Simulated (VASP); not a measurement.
# KCl (Sylvite) (P1) in VASP: a series of runs, part 2 of 2

VASP 6.6.1.

### Step 3. Single point, PBE

This run uses another cell than the first one, of 31.15 Å³/atom, 1.005 times its volume.

The input, INCAR:

```
SYSTEM = KCl
ALGO = Normal ; EDIFF = 1E-6
ENCUT = 500 ; GGA = PE
GGA_COMPAT = .FALSE. ; ISIF = 2
ISMEAR = 0 ; LASPH = .TRUE.
LCHARG = .TRUE. ; LELF = .TRUE.
LREAL = .FALSE. ; LVHAR = .TRUE.
LWAVE = .FALSE. ; NBANDS = 15
NELM = 120 ; PREC = Accurate
SIGMA = 0.01
```

The input, KPOINTS:

```
k-points
0
G
  4 4 4
  0 0 0
```

The input, POSCAR:

```
KCl
1.0
    0.0000000000      3.1464700000      3.1464700000
    3.1464700000      0.0000000000      3.1464700000
    3.1464700000      3.1464700000      0.0000000000
K Cl
1 1
Direct
    0.9634600000      0.0352000000      0.0558700000
    0.4739900000      0.5033200000      0.4998500000
```

Potentials or basis: VASP PAW PBE potentials, release 64 (K_sv, Cl).

Launch:

```
> cat potpaw_PBE.64/K_sv/POTCAR potpaw_PBE.64/Cl/POTCAR > POTCAR
> mpirun -np 1 vasp_std > vasp.out
```

Wall time 11 s (1 thread of Intel Xeon 6975P-C (Granite Rapids), shared host); peak memory 0.18 GiB.

The run converged. Its results:

```
Free energy            : -6.7303 eV
Pressure               : 1.5 GPa
Largest force          : 0.494 eV/Å
Band gap on the k mesh : 5.21 eV, direct
```

Forces on the atoms (eV/Å):
```
K   -0.454 -0.178 -0.076
Cl   0.454  0.178  0.076
```

Stress tensor (GPa, compression positive):
```
 2.69 -0.28 -0.13
-0.28  1.12 -0.06
-0.13 -0.06  0.71
```

Levels at points of the mesh, in eV from the valence-band top:
```csv
k point,band 6,band 7,band 8,band 9,band 10,band 11
"(0.00, 0.00, 0.00)",-0.01,-0.01,0.00,5.21,8.42,8.50
"(0.50, 0.00, 0.00)",-1.02,-0.28,-0.25,7.52,8.51,10.30
"(0.00, 0.50, 0.00)",-1.02,-0.29,-0.26,7.53,8.53,10.29
"(0.00, 0.00, 0.50)",-1.02,-0.30,-0.28,7.56,8.61,10.29
"(0.50, 0.50, 0.50)",-1.02,-0.31,-0.30,7.61,8.70,10.39
"(0.50, 0.50, 0.00)",-0.63,-0.24,-0.20,6.71,8.28,10.03
"(0.00, 0.50, 0.50)",-0.60,-0.21,-0.20,6.61,8.37,9.33
"(0.50, 0.00, 0.50)",-0.62,-0.24,-0.19,6.69,8.30,9.80
```

Caveat: the k points lie up to 0.43 Å⁻¹ apart.

### Step 4. Single point, PBE

This run uses another cell than the first one, of 31.15 Å³/atom, 1.005 times its volume.

Edit INCAR of step 3 so:

```diff
@@ -5,4 +5,3 @@
 ISMEAR = 0 ; LASPH = .TRUE.
-LCHARG = .TRUE. ; LELF = .TRUE.
-LREAL = .FALSE. ; LVHAR = .TRUE.
+LCHARG = .FALSE. ; LREAL = .FALSE.
 LWAVE = .FALSE. ; NBANDS = 15
```

KPOINTS is that of step 3.

Edit POSCAR of step 3 so:

```diff
@@ -8,3 +8,3 @@
 Direct
-    0.9634600000      0.0352000000      0.0558700000
+    0.9642545412      0.0344054588      0.0566645412
     0.4739900000      0.5033200000      0.4998500000
```

Launch:

```
> cat potpaw_PBE.64/K_sv/POTCAR potpaw_PBE.64/Cl/POTCAR > POTCAR
> mpirun -np 1 vasp_std > vasp.out
```

Wall time 11 s (1 thread of Intel Xeon 6975P-C (Granite Rapids), shared host); peak memory 0.18 GiB.

The run converged. Its results:

```
Free energy            : -6.7294 eV
Pressure               : 1.5 GPa
Largest force          : 0.496 eV/Å
Band gap on the k mesh : 5.21 eV, direct
```

Forces on the atoms (eV/Å):
```
K   -0.453 -0.185 -0.076
Cl   0.453  0.185  0.076
```

Stress tensor (GPa, compression positive):
```
 2.69 -0.29 -0.13
-0.29  1.16 -0.06
-0.13 -0.06  0.71
```

Levels at points of the mesh, in eV from the valence-band top:
| k point | band 6 | band 7 | band 8 | band 9 | band 10 | band 11 |
| --- | --- | --- | --- | --- | --- | --- |
| (0.00, 0.00, 0.00) | -0.01 | -0.01 | 0.00 | 5.21 | 8.42 | 8.51 |
| (0.50, 0.00, 0.00) | -1.01 | -0.28 | -0.25 | 7.52 | 8.50 | 10.30 |
| (0.00, 0.50, 0.00) | -1.02 | -0.29 | -0.26 | 7.53 | 8.53 | 10.29 |
| (0.00, 0.00, 0.50) | -1.02 | -0.30 | -0.28 | 7.57 | 8.61 | 10.29 |
| (0.50, 0.50, 0.50) | -1.02 | -0.31 | -0.30 | 7.61 | 8.70 | 10.39 |
| (0.50, 0.50, 0.00) | -0.63 | -0.24 | -0.20 | 6.71 | 8.28 | 10.03 |
| (0.00, 0.50, 0.50) | -0.60 | -0.21 | -0.20 | 6.61 | 8.37 | 9.33 |
| (0.50, 0.00, 0.50) | -0.62 | -0.24 | -0.19 | 6.69 | 8.31 | 9.79 |

Caveat: the k points lie up to 0.43 Å⁻¹ apart.

### Step 5. Single point, PBE

This run uses another cell than the first one, of 31.15 Å³/atom, 1.005 times its volume.

The input, INCAR:

```
ALGO = Normal ; EDIFF = 1E-6
ENCUT = 500 ; GGA = PE
GGA_COMPAT = F ; ISIF = 2
ISMEAR = 0 ; LASPH = T
LCHARG = T ; LELF = T
LREAL = F ; LVHAR = T
LWAVE = F ; NBANDS = 15
NELM = 120 ; PREC = Accurate
SIGMA = 0.01
```

The input, KPOINTS:

```
k-points
0
Gamma
  4 4 4
```

Edit POSCAR of step 4 so:

```diff
@@ -8,3 +8,3 @@
 Direct
-    0.9642545412      0.0344054588      0.0566645412
+    0.9626654588      0.0359945412      0.0550754588
     0.4739900000      0.5033200000      0.4998500000
```

Potentials or basis: VASP PAW PBE potentials, release 64 (K_sv, Cl).

Launch:

```
> cat potpaw_PBE.64/K_sv/POTCAR potpaw_PBE.64/Cl/POTCAR > POTCAR
> mpirun -np 1 vasp_std > vasp.out
```

OUTCAR:

```text
EDIFF = 1E-6
   ENCUT = 500
   GGA = PE
   ISIF = 2
   ISMEAR = 0
   LASPH = T
   LREAL = F
   NELM = 120
   PREC = Accurate

 ion  position               nearest neighbor table
   1  0.963  0.036  0.055-   2 2.87   2 3.02   2 3.09   2 3.23
   2  0.474  0.503  0.500-   1 2.87   1 3.02   1 3.09   1 3.23

  LATTYP: Found a face centered cubic cell.
 ALAT       =     6.2929400000

  Lattice vectors:

 A1 = (   0.0000000000,   3.1464700000,   3.1464700000)
 A2 = (   3.1464700000,   0.0000000000,   3.1464700000)
 A3 = (   3.1464700000,   3.1464700000,   0.0000000000)

Analysis of symmetry for initial positions (statically):
=====================================================================
 Subroutine PRICEL returns:
 Original cell was already a primitive cell.

 Routine SETGRP: Setting up the symmetry group for a
 face centered cubic supercell.

 Subroutine GETGRP returns: Found  1 space group operations
 (whereof  1 operations were pure point group operations)
 out of a pool of 48 trial point group operations.

The static configuration has the point symmetry C_1 .

Analysis of symmetry for dynamics (positions and initial velocities):
[... 177 lines left out ...]
     10       6.5432      0.00000
     11       6.6286      0.00000
     12       6.7288      0.00000
     13       7.4896      0.00000
     14       7.6136      0.00000
[... 401 lines left out ...]
      2     -14.0818      2.00000
      3     -12.5458      2.00000
      4     -12.5147      2.00000
      5     -12.3202      2.00000
      6      -2.6032      2.00000
      7      -2.2450      2.00000
      8      -2.1046      2.00000
      9       5.5374      0.00000
     10       6.3739      0.00000
     11       7.8645      0.00000
     12       8.8705      0.00000
     13       8.9636      0.00000
     14       9.4039      0.00000
     15       9.8823      0.00000

 [... further k-points ...]

------------------------ aborting loop because EDIFF is reached ----------------------------------------

  FORCE on cell =-STRESS in cart. coord.  units (eV):
  Direction    XX          YY          ZZ          XY          YZ          ZX
  --------------------------------------------------------------------------------------
  -------------------------------------------------------------------------------------
  Total        1.0479834      0.4231452      0.2771819     -0.1051579     -0.0210855     -0.0494338
  in kB       26.9503372     10.8817626      7.1281156     -2.7042798     -0.5422421     -1.2712588
  external PRESSURE =      14.9867384 kB  Pullay stress =       0.0000000 kB

 VOLUME and BASIS-vectors are now :
 -----------------------------------------------------------------------------
  energy-cutoff  :      500.00
  volume of cell :       62.30
      direct lattice vectors                 reciprocal lattice vectors
     0.000000000  3.146470000  3.146470000    -0.158908237  0.158908237  0.158908237
     3.146470000  0.000000000  3.146470000     0.158908237 -0.158908237  0.158908237
     3.146470000  3.146470000  0.000000000     0.158908237  0.158908237 -0.158908237

 POSITION                                       TOTAL-FORCE (eV/Angst)
 -----------------------------------------------------------------------------------
      0.28655      3.20229      3.14225        -0.455362     -0.170858     -0.076685
      3.15644      3.06416      3.07508         0.455362      0.170858      0.076685
 -----------------------------------------------------------------------------------
    total drift:                               -0.000250     -0.000053     -0.000108

  FREE ENERGIE OF THE ION-ELECTRON SYSTEM (eV)
  ---------------------------------------------------
  free  energy   TOTEN  =        -6.7311747704 eV

  energy  without entropy=       -6.7311747704  energy(sigma->0) =       -6.73117477
```

OSZICAR:

```text
N       E                     dE             d eps       ncg     rms          rms(c)
DAV:   1     0.915433915391E+02    0.91543E+02   -0.66776E+03  1080   0.897E+02
DAV:   2    -0.599262343770E+00   -0.92143E+02   -0.86528E+02  1433   0.229E+02
DAV:   3    -0.670835911595E+01   -0.61091E+01   -0.60755E+01  1677   0.502E+01
DAV:   4    -0.703152162730E+01   -0.32316E+00   -0.32312E+00  1546   0.944E+00
DAV:   5    -0.703488048839E+01   -0.33589E-02   -0.33588E-02  1613   0.106E+00    0.359E+00
DAV:   6    -0.673274789061E+01    0.30213E+00   -0.44643E-01  1423   0.343E+00    0.288E+00
DAV:   7    -0.671732971001E+01    0.15418E-01   -0.11295E-01  1514   0.191E+00    0.165E+00
DAV:   8    -0.672995301845E+01   -0.12623E-01   -0.17270E-02  1286   0.991E-01    0.217E-01
DAV:   9    -0.673047899320E+01   -0.52597E-03   -0.84511E-04  1514   0.183E-01    0.108E-01
DAV:  10    -0.673115946463E+01   -0.68047E-03   -0.70722E-04  1143   0.163E-01    0.195E-02
DAV:  11    -0.673117138152E+01   -0.11917E-04   -0.25204E-05  1513   0.328E-02    0.109E-02
DAV:  12    -0.673117355599E+01   -0.21745E-05   -0.20950E-06  1212   0.101E-02    0.602E-03
DAV:  13    -0.673117479864E+01   -0.12426E-05   -0.16440E-06  1213   0.749E-03    0.240E-03
DAV:  14    -0.673117477045E+01    0.28189E-07   -0.31080E-07   911   0.396E-03
   1 F= -.67311748E+01 E0= -.67311748E+01  d E =-.625782E-63
```

Run time: 11 s. Hardware: 1 thread of Intel Xeon 6975P-C (Granite Rapids), shared host; peak memory 0.18 GiB.

Results:

- Free energy: -6.7312 eV
- Pressure: 1.5 GPa
- Largest force: 0.492 eV/Å
- Band gap on the k mesh: 5.21 eV, direct

Forces on the atoms (eV/Å):
```
K   -0.455 -0.171 -0.077
Cl   0.455  0.171  0.077
```

Stress tensor (GPa, compression positive):
```
 2.70 -0.27 -0.13
-0.27  1.09 -0.05
-0.13 -0.05  0.71
```

Caveat: the k points lie up to 0.43 Å⁻¹ apart.
